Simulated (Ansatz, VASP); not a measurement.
## O in VASP and in Ansatz

```xyz
2
Lattice="9.0000 0.0000 0.0000 0.0000 9.5000 0.0000 0.0000 0.0000 10.0000" Properties=species:S:1:pos:R:3 pbc="T T T"
O     4.5000    4.7500    4.3950
O     4.5000    4.7500    5.6050
```

Alike in both runs: functional PBEsol; k mesh 1 × 1 × 1; occupations fermi-dirac, width 0.02 eV; collinear spin.

Ansatz relaxed the structure, and its values are those at the end. VASP's run is a single point on that final structure, the one shown.

```csv
,VASP,Ansatz
version,VASP 6.6.1,Ansatz 0.2.0
potentials or method,"VASP PAW PBE potentials, release 64 (O), cutoff 520 eV","plane waves, PAW"
valence electrons in the cell,12,12
```

|  | VASP | Ansatz | Ansatz less VASP |
| --- | --- | --- | --- |
| rms of the force components (eV/Å) | 0.796 | 0.001 | -0.7952 |
| net moment per atom (μB) | 1.00 | 1.00 | 0.000 |
| size of the moment on the site where the two differ most (μB) | 0.81 | 0.55 | -0.255 |

VASP's potentials were made for PBE, not for PBEsol. Site moments also hang on the region over which each program counts them. One of these differences is far larger than is usual between the two programs; its cause wasn't traced. The functional is the same, so the differences come from potentials, cutoffs and numerics. Ansatz's warnings: end state compared, stress scf threshold loose.

Noted on VASP's run: the standard files for N, O and F lose accuracy on very short bonds.
